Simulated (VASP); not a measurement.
The system is Si.

```xyz
1
Lattice="0.0000 2.0000 2.0000 2.0000 0.0000 2.0000 2.0000 2.0000 0.0000" Properties=species:S:1:pos:R:3 pbc="T T T"
Si    0.0000    0.0000    0.0000
```

```yaml
Program: VASP 6.6.1
Task: relaxation of cell and atoms
Functional: PBE
Potentials_or_basis: VASP PAW PBE potentials, release 64 (Si)
Cutoff: 600 eV
k_mesh: 18 × 18 × 18
Occupations: fermi-dirac, width 0.05 eV
Spin: no spin polarisation
```

At the start: pressure -6.8 GPa; volume 16.00 Å³/atom.

Question: How do energy, volume and symmetry change on relaxing?

Answer: Over 3 steps the energy falls by 33.7 meV/atom and the volume is 14.54 Å³/atom (-9.2 %); space group Fm-3m (No. 225, to 0.05 Å).

The path:
| step | energy change (eV) | largest force (eV/Å) | pressure (GPa) | volume (Å³) |
| --- | --- | --- | --- | --- |
| 1 | 0.0000 | 0.0000 | -6.79 | 16.00 |
| 2 | -0.0336 | 0.0000 | 0.34 | 14.48 |
| 3 | -0.0337 | 0.0000 | 0.01 | 14.54 |

Final structure:
```
Si
1.0
     0.00000    1.93704    1.93704
     1.93704    0.00000    1.93704
     1.93704    1.93704    0.00000
Si
1
Direct
  0.00000 0.00000 0.00000
```
